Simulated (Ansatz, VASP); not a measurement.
Si in VASP and in Ansatz

```
CELL_PARAMETERS angstrom
4.12095 0.00000 0.00000
-2.06047 3.56885 0.00000
0.00000 0.00000 2.65479
ATOMIC_POSITIONS crystal
Si 0.33333 0.66667 0.50000
Si 0.66667 0.33333 0.50000
```

Alike in both runs: functional PBE; k mesh 15 × 15 × 20; occupations gaussian, width 0.1 eV; no spin polarisation.

Ansatz relaxed the structure, and its values are those at the end. VASP's run is a single point on that final structure, the one shown.

|  | VASP | Ansatz |
| --- | --- | --- |
| version | VASP 6.6.1 | Ansatz 0.2.0 |
| potentials or method | VASP PAW PBE potentials, release 64 (Si), cutoff 520 eV | scalar-relativistic, plane waves, PAW |
| valence electrons in the cell | 8 | 8 |

|  | VASP | Ansatz | Ansatz less VASP |
| --- | --- | --- | --- |
| gap on the k mesh at the Fermi level (eV) | none | none | - |
| pressure (GPa) | -0.1 | 0.0 | +0.06 |

A gap of «none» marks a metal or a gap that the smearing closes.
